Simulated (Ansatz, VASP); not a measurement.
# One calculation of VN, two programs

File INCAR:

```
SYSTEM = VN
  PREC = Accurate
  ENCUT = 600
  EDIFF = 1E-7
  ISMEAR = 0
  SIGMA = 0.1
  LREAL = .False.
  LASPH = .True.
  NELM = 120
  ALGO = Normal
  ISIF = 3
  LWAVE = .False.
  LCHARG = .False.
  GGA = PE
  IBRION = 2
  NSW = 100
  EDIFFG = -0.05
  GGA_COMPAT = .False.
  NELMIN = 4
```

The input KPOINTS:

```
Automatic mesh
0
Gamma
  8 8 8
  0 0 0
```

POSCAR

```
VN
1.0
    0.0000000000      2.0920707581      2.0920707581
    2.0920707581      0.0000000000      2.0920707581
    2.0920707581      2.0920707581      0.0000000000
V N
1 1
Direct
    0.5000000000      0.5000000000      0.5000000000
    0.0000000000      0.0000000000      0.0000000000
```

Input for Ansatz:

```yaml
crystal:
  lattice:
    - [0.0, 2.0920707581, 2.0920707581]
    - [2.0920707581, 0.0, 2.0920707581]
    - [2.0920707581, 2.0920707581, 0.0]
  atoms:
    - { symbol: V, position: [0.5, 0.5, 0.5] }
    - { symbol: "N", position: [0.0, 0.0, 0.0] }
basis:
  ecutwfc: 420
kpoints:
  mp_grid: { grid: [8, 8, 8] }
hamiltonian:
  xc: pbe
scf:
  occupations: { method: gaussian, width: 0.1 }
output:
  forces: true
  stress: true
  eigenvalues: true
relax:
  adjacent_minimum: "off"
  f_tol: 0.05
  max_steps: 80
  cell: { stress_tol: 0.5 }
```

Alike in both runs: task relaxation of cell and atoms; functional PBE; k mesh 8 × 8 × 8; occupations gaussian, width 0.1 eV; no spin polarisation.

```csv
,VASP,Ansatz
version,VASP 6.6.1,Ansatz 0.2.0
potentials or method,"VASP PAW PBE potentials, release 64 (V_sv, N), cutoff 600 eV","scalar-relativistic, plane waves, PAW"
valence electrons in the cell,18,18
```

```tsv
	VASP	Ansatz	Ansatz less VASP
gap on the k mesh at the Fermi level, each at its own relaxed structure (eV)	none	none	-
relaxed volume (Å³/atom)	8.74	8.72	-0.027
relaxed cell length with the largest relative difference (Å)	2.913	2.911	-0.0030
```

A gap of «none» marks a metal or a gap that the smearing closes.

Noted on VASP's run: too few bands were computed for a metal, which touches its energy and stress.
